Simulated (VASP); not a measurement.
Si3Ag: single point with PBE

Crystal: Si3Ag.

```xyz
4
Lattice="-2.5722 2.5722 2.5722 2.5722 -2.5722 2.5722 2.5722 2.5722 -2.5722" Properties=species:S:1:pos:R:3 pbc="T T T"
Si    2.5722    0.0000    0.0000
Si    0.0000    2.5722    0.0000
Si    0.0000    0.0000    2.5722
Ag    0.0000    0.0000    0.0000
```

The cell was built from a structure type or drawn by symmetry, and may not be a known phase.

| Property | Result |
| --- | --- |
| Program | VASP 6.6.1 |
| Task | single point |
| Functional | PBE |
| Potentials or basis | VASP PAW PBE potentials, release 64 (Si, Ag) |
| Cutoff | 520 eV |
| k mesh | 6 × 6 × 6 |
| Occupations | gaussian, width 0.1 eV |
| Spin | no spin polarisation |
| Dipole correction | no |
| Further INCAR settings | ALGO = Normal; EDIFF = 1e-06; NBANDS = 20 |

| Quantity | Value |
| --- | --- |
| Pressure | 0.2 GPa |
| Band gap on the k mesh | zero (an odd number of electrons rules out a gap without spin polarisation) |

Levels at points of the mesh, in eV from the Fermi level:
```csv
k point,band 8,band 9,band 10,band 11,band 12,band 13,band 14,band 15
"(0.00, 0.00, 0.00)",-2.70,-2.70,-1.88,-1.88,-0.44,-0.44,-0.44,2.30
"(0.50, 0.00, 0.00)",-5.10,-2.42,-2.17,-1.94,0.88,1.73,1.82,4.11
"(0.50, 0.50, 0.50)",-5.24,-4.98,-4.23,-4.23,1.95,1.95,1.95,6.64
```

Wall time 44 s on 1 thread of Intel Xeon 8259CL, on a shared host, peak memory 0.2 GiB.
